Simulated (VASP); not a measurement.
Set up this calculation in VASP 6.6.1, as the native input.

* Task: single point
* Functional: PBE
* Potentials or basis: VASP PAW PBE potentials, release 64 (Si, Ge_d)
* Cutoff: 520 eV
* k mesh: 3 × 3 × 3
* Occupations: gaussian, width 0.2 eV
* Spin: no spin polarisation
* Dipole correction: no
* Further INCAR settings: ALGO = Normal; EDIFF = 1e-06; NBANDS = 33

The structure of Si5Ge2 lies in POSCAR:

```
Si5Ge2
1.0
    3.2908328061      1.8999632065      4.3324306028
   -3.2908328061      1.8999632065      4.3324306028
    0.0000000000     -3.7999264129      4.3324306028
Si Ge
5 2
Direct
    0.4327828579      0.4327828579      0.4327828579
    0.2027479911      0.2027479911      0.2027479911
    0.0373337773      0.3179402395      0.5981521498
    0.5981521498      0.0373337773      0.3179402395
    0.3179402395      0.5981521498      0.0373337773
    1.0168045854      1.0168045854      1.0168045854
    0.6186660690      0.6186660690      0.6186660690
```

The input as run:

INCAR

```
ALGO = Normal ; EDIFF = 1E-6
ENCUT = 520 ; GGA = PE
ISIF = 2 ; ISMEAR = 0
LASPH = T ; LCHARG = F
LREAL = F ; LWAVE = F
NBANDS = 33 ; NELM = 60
PREC = Accurate ; SIGMA = 0.2
```

KPOINTS

```
k-points
0
Gamma
  3 3 3
```

Potentials or basis: VASP PAW PBE potentials, release 64 (Si, Ge_d).

The run is started by

```sh
$ cat potpaw_PBE.64/Si/POTCAR potpaw_PBE.64/Ge_d/POTCAR > POTCAR
$ mpirun -np 1 vasp_std > vasp.out
```

It gave:

```
Pressure               : 0.0 GPa
Largest force          : 0.015 eV/Å
Band gap on the k mesh : 0.93 eV, indirect (least direct gap 1.57 eV)
```

Run time: 27 s on 1 thread of Intel(R) Xeon(R) 6975P-C (Granite Rapids), on a shared host, peak memory 0.31 GiB.
